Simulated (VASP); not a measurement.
# Al3Cu2 (P-3m1) in VASP: notebook, part 2 of 2

VASP 6.6.1. The steps go on from the part before.

### 3 Single point, r2SCAN

This run uses another cell than the first one, of 14.48 Å³/atom, 0.996 times its volume.

Contents of POSCAR:

```
Al3Cu2
1.0
    4.0919516368      0.0000000000      0.0000000000
   -2.0459758184      3.5437340685      0.0000000000
    0.0000000000      0.0000000000      4.9927787000
Al Cu
3 2
Direct
    0.0000000000      0.0000000000      0.0000000000
    0.3333333300      0.6666666700      0.3499253500
    0.6666666700      0.3333333300      0.6500746500
    0.3333333300      0.6666666700      0.8395121300
    0.6666666700      0.3333333300      0.1604878700
```

Contents of INCAR.step1:

```
SYSTEM = Al3Cu2
  PREC = Accurate
  ENCUT = 660
  ISMEAR = 0
  SIGMA = 0.1
  LREAL = .FALSE.
  LASPH = .TRUE.
  NELM = 120
  NBANDS = 24
  GGA = PE
  ALGO = Normal
  EDIFF = 1E-5
  LWAVE = .TRUE.
  LCHARG = .FALSE.
  GGA_COMPAT = .FALSE.
```

Contents of INCAR.step2:

```
SYSTEM = Al3Cu2
  PREC = Accurate
  ENCUT = 660
  EDIFF = 1E-6
  ISMEAR = 0
  SIGMA = 0.1
  LREAL = .FALSE.
  LASPH = .TRUE.
  NELM = 120
  ALGO = Normal
  ISIF = 2
  LWAVE = .FALSE.
  LCHARG = .FALSE.
  METAGGA = R2SCAN
  LMIXTAU = .TRUE.
  NBANDS = 24
  ISTART = 1
  GGA_COMPAT = .FALSE.
```

Contents of KPOINTS:

```
Automatic mesh
0
G
  6 6 4
  0 0 0
```

Potentials or basis: VASP PAW PBE potentials, release 64 (Al, Cu).

The run is started by

```
$ cat potpaw_PBE.64/Al/POTCAR potpaw_PBE.64/Cu/POTCAR > POTCAR
$ cp INCAR.step1 INCAR
$ mpirun -np 1 vasp_std > vasp.out
$ cp INCAR.step2 INCAR
$ mpirun -np 1 vasp_std > vasp.out
```

OUTCAR:

```text
SYSTEM = Al3Cu2
   PREC = Accurate
   ENCUT = 660
   EDIFF = 1E-6
   ISMEAR = 0
   LREAL = .FALSE.
   LASPH = .TRUE.
   NELM = 120
   ISIF = 2
   METAGGA = R2SCAN
   ISTART = 1

 ion  position               nearest neighbor table
   1  0.000  0.000  0.000-   4 2.49   5 2.49   4 2.49   5 2.49   5 2.49   4 2.49   2 2.94   3 2.94
                             2 2.94   3 2.94   2 2.94   3 2.94
   2  0.333  0.667  0.350-   4 2.44   5 2.54   5 2.54   5 2.54   4 2.55   3 2.80   3 2.80   3 2.80
                             1 2.94   1 2.94   1 2.94
   3  0.667  0.333  0.650-   5 2.44   4 2.54   4 2.54   4 2.54   5 2.55   2 2.80   2 2.80   2 2.80
                             1 2.94   1 2.94   1 2.94
   4  0.333  0.667  0.840-   2 2.44   1 2.49   1 2.49   1 2.49   3 2.54   3 2.54   3 2.54   2 2.55

   5  0.667  0.333  0.160-   3 2.44   1 2.49   1 2.49   1 2.49   2 2.54   2 2.54   2 2.54   3 2.55

  LATTYP: Found a hexagonal cell.
 ALAT       =     4.0919516368
 C/A-ratio  =     1.2201460680

  Lattice vectors:

 A1 = (   4.0919516368,   0.0000000000,   0.0000000000)
 A2 = (  -2.0459758184,   3.5437340685,   0.0000000000)
 A3 = (   0.0000000000,   0.0000000000,   4.9927787000)

Analysis of symmetry for initial positions (statically):
=====================================================================
 Subroutine PRICEL returns:
 Original cell was already a primitive cell.

 Routine SETGRP: Setting up the symmetry group for a
 hexagonal supercell.

 Subroutine GETGRP returns: Found 12 space group operations
 (whereof 12 operations were pure point group operations)
 out of a pool of 24 trial point group operations.

The static configuration has the point symmetry D_3d.

Analysis of symmetry for dynamics (positions and initial velocities):
=====================================================================
 Subroutine PRICEL returns:
 Original cell was already a primitive cell.

 Routine SETGRP: Setting up the symmetry group for a
 hexagonal supercell.

 Subroutine GETGRP returns: Found 12 space group operations
 (whereof 12 operations were pure point group operations)
 out of a pool of 24 trial point group operations.

The dynamic configuration has the point symmetry D_3d.

 Subroutine INISYM returns: Found 12 space group operations
 (whereof 12 operations are pure point group operations),
 and found     1 'primitive' translations

----------------------------------------------------------------------------------------

                                     Primitive cell

  volume of cell :      72.3992

  direct lattice vectors                    reciprocal lattice vectors
     4.091951637  0.000000000  0.000000000     0.244382165  0.141094109  0.000000000
    -2.045975818  3.543734069  0.000000000     0.000000000  0.282188217  0.000000000
     0.000000000  0.000000000  4.992778700     0.000000000  0.000000000  0.200289270

  length of vectors
     4.091951637  4.091951637  4.992778700     0.282188217  0.282188217  0.200289270

  position of ions in fractional coordinates (direct lattice)
     0.000000000  0.000000000  0.000000000
     0.333333330  0.666666670  0.349925350
     0.666666670  0.333333330  0.650074650
     0.333333330  0.666666670  0.839512130
     0.666666670  0.333333330  0.160487870

  ion indices of the primitive-cell ions
   primitive index   ion index
                 1           1
[... 33 lines left out ...]
  0.000000  0.000000  0.000000      1.000000
  0.166667  0.000000  0.000000      6.000000
  0.333333  0.000000  0.000000      6.000000
  0.500000  0.000000  0.000000      3.000000
  0.166667  0.166667  0.000000      6.000000
  0.333333  0.166667  0.000000     12.000000
[... 16 lines left out ...]
  0.333333  0.166667  0.500000     12.000000
  0.333333  0.333333  0.500000      2.000000
   k-points           NKPTS =     24   k-points in BZ     NKDIM =     24   number of bands    NBANDS=     24
   number of dos      NEDOS =    301   number of ions     NIONS =      5
   total plane-waves  NPLWV =  54432
   dimension x,y,z NGX =    36 NGY =   36 NGZ =   42
   dimension x,y,z NGXF=    72 NGYF=   72 NGZF=   84
   ions per type =               3   2
   NGX,Y,Z   is equivalent  to a cutoff of  14.63, 14.63, 13.98 a.u.
   NGXF,Y,Z  is equivalent  to a cutoff of  29.25, 29.25, 27.97 a.u.
 SYSTEM =  Al3Cu2
   PREC   = accura    normal or accurate (medium, high low for compatibility)
   ISTART =      1    job   : 0-new  1-cont  2-samecut
   ICHARG =      0    charge: 1-file 2-atom 10-const
   ISPIN  =      1    spin polarized calculation?
   LNONCOLLINEAR =      F non collinear calculations
   LSORBIT =      F    spin-orbit coupling
   LASPH  =      T    aspherical Exc in radial PAW
   ENCUT  =  660.0 eV  48.51 Ry    6.96 a.u.   8.57  8.57 10.46*2*pi/ulx,y,z
   NELM   =    120;   NELMIN=  2; NELMDL=  0     # of ELM steps
   EDIFF  = 0.1E-05   stopping-criterion for ELM
   LREAL  =      F    real-space projection
   EDIFFG = 0.1E-04   stopping-criterion for IOM
   NSW    =      0    number of steps for IOM
   IBRION =     -1    ionic relax: 0-MD 1-quasi-New 2-CG
   NFREE  =      0    steps in history (QN), initial steepest desc. (CG)
   ISIF   =      2    stress and relaxation
   ISYM   =      2    0-nonsym 1-usesym 2-fastsym
   POTIM  = 0.5000    time-step for ionic-motion
   TEBEG  =    0.0;   TEEND  =   0.0 temperature during run
   PSTRESS=    0.0 pullay stress
   NELECT =      31.0000    total number of electrons
   NUPDOWN=      -1.0000    fix difference up-down
   EMIN   =  10.00;   EMAX   =-10.00  energy-range for DOS
   EFERMI =   0.00;   METHOD = LEGACY
   ISMEAR =     0;   SIGMA  =   0.10  broadening in eV -4-tet -1-fermi 0-gaus
   EFERMI_NEDOS =   21; number of points for ismear=-14 and -15
   IALGO  =     38    algorithm
   IMIX   =      4    mixing-type and parameters
     AMIX     =   0.40;   BMIX     =  1.00
     AMIX_MAG =   1.60;   BMIX_MAG =  1.00
  volume/ion in A,a.u.               =      14.48        97.71
  Fermi-wavevector in a.u.,A,eV,Ry     =   1.233912  2.331755 20.715388  1.522538
  Thomas-Fermi vector in A             =   2.368623
   LORBIT       =      0    0 simple, 1 ext, 2 COOP (PROOUT), +10 PAW based schemes
   METAGGA = R2SCAN    functional components
   LHFCALC =     F    Hartree Fock is set to
   AEXX    =    0.0000 exact exchange contribution
   IVDW    =     0    specifies the selected vdW correction
   LEPSILON=     F    determine dielectric tensor
   LRPA    =     F    only Hartree local field effects (RPA)
 non-spin polarized calculation
 Gauss-broadening in eV      SIGMA  =   0.10
  energy-cutoff  :      660.00
  volume of cell :       72.40
 maximum number of plane-waves:      2823
 NGX is ok and might be reduce to    36
   NGX = 17   NGY = 17   NGZ = 21

 number of electron      31.0000026 magnetization

 Free energy of the ion-electron system (eV)
  ---------------------------------------------------
  ext. energy  EPLUGINS =         0.00000000
  ---------------------------------------------------
  free energy    TOTEN  =       -42.80046749 eV

  energy without entropy =      -42.79107793  energy(sigma->0) =      -42.79577271

 E-fermi :   8.3265     XC(G=0): -11.7645

 val. band max:        8.3027958916   @ k =   0.0000   0.3333   0.2500
 cond. band min:       8.3267329419   @ k =   0.1667   0.1667   0.2500
 fundamental gap:      0.0239370502
 Fermi energy:         8.3264501473

 k-point     1 :       0.0000    0.0000    0.0000
  band No.  band energies     occupation
      1      -3.5119      2.00000
      2       1.6112      2.00000
      3       2.1788      2.00000
      4       2.7794      2.00000
      5       2.7794      2.00000
      6       3.1428      2.00000
[... 637 lines left out ...]
     23      15.5806      0.00000
     24      15.5806      0.00000

------------------------ aborting loop because EDIFF is reached ----------------------------------------

  FORCE on cell =-STRESS in cart. coord.  units (eV):
  Direction    XX          YY          ZZ          XY          YZ          ZX
  --------------------------------------------------------------------------------------
  -------------------------------------------------------------------------------------
  Total       -0.0270512     -0.0270512      0.4676086      0.0000000     -0.0000000      0.0000000
  in kB       -0.5986374     -0.5986374     10.3480652      0.0000000     -0.0000000      0.0000000
  external PRESSURE =       3.0502635 kB  Pullay stress =       0.0000000 kB

 VOLUME and BASIS-vectors are now :
 -----------------------------------------------------------------------------
  energy-cutoff  :      660.00
  volume of cell :       72.40
      direct lattice vectors                 reciprocal lattice vectors
     4.091951637  0.000000000  0.000000000     0.244382165  0.141094109  0.000000000
    -2.045975818  3.543734069  0.000000000     0.000000000  0.282188217  0.000000000
     0.000000000  0.000000000  4.992778700     0.000000000  0.000000000  0.200289270

 POSITION                                       TOTAL-FORCE (eV/Angst)
 -----------------------------------------------------------------------------------
      0.00000      0.00000      0.00000         0.000000      0.000000      0.000000
     -0.00000      2.36249      1.74710         0.000000      0.000000     -0.044571
      2.04598      1.18124      3.24568         0.000000     -0.000000      0.044571
     -0.00000      2.36249      4.19150        -0.000000      0.000000      0.020020
      2.04598      1.18124      0.80128         0.000000      0.000000     -0.020020
 -----------------------------------------------------------------------------------
    total drift:                                0.000000      0.000000     -0.000000

  FREE ENERGIE OF THE ION-ELECTRON SYSTEM (eV)
  ---------------------------------------------------
  free  energy   TOTEN  =       -42.8004674894 eV

  energy  without entropy=      -42.7910779303  energy(sigma->0) =      -42.79577271
```

Run time: 2.2 min. Hardware: 1 thread of Intel Xeon Platinum 8488C (Sapphire Rapids), shared host; peak memory 0.25 GiB.

Results:

- Free energy: -42.8005 eV
- Pressure: 0.3 GPa
- Largest force: 0.045 eV/Å

Forces in eV/Å, atoms in the order of the input:
```
Al   0.000  0.000  0.000
Al   0.000  0.000 -0.045
Al   0.000  0.000  0.045
Cu   0.000  0.000  0.020
Cu   0.000  0.000 -0.020
```

Stress tensor (GPa, compression positive):
```
-0.06  0.00  0.00
 0.00 -0.06  0.00
 0.00  0.00  1.03
```

Levels at points of the mesh, in eV from the Fermi level:
| k point | band 12 | band 13 | band 14 | band 15 | band 16 | band 17 | band 18 | band 19 |
| --- | --- | --- | --- | --- | --- | --- | --- | --- |
| (0.00, 0.00, 0.00) | -3.79 | -3.78 | -0.20 | -0.20 | 1.42 | 1.42 | 2.94 | 3.44 |
| (0.50, 0.00, 0.00) | -4.25 | -3.24 | -3.19 | -2.71 | -0.77 | 0.09 | 0.55 | 3.15 |
| (0.00, 0.00, 0.50) | -4.34 | 1.26 | 1.26 | 1.39 | 1.39 | 1.86 | 2.56 | 2.56 |
| (0.50, 0.00, 0.50) | -4.36 | -4.28 | -3.66 | -1.87 | -0.19 | 0.93 | 1.15 | 5.50 |

Caveat: the PAW data sets were made with another functional, which shifts forces and pressure a little.
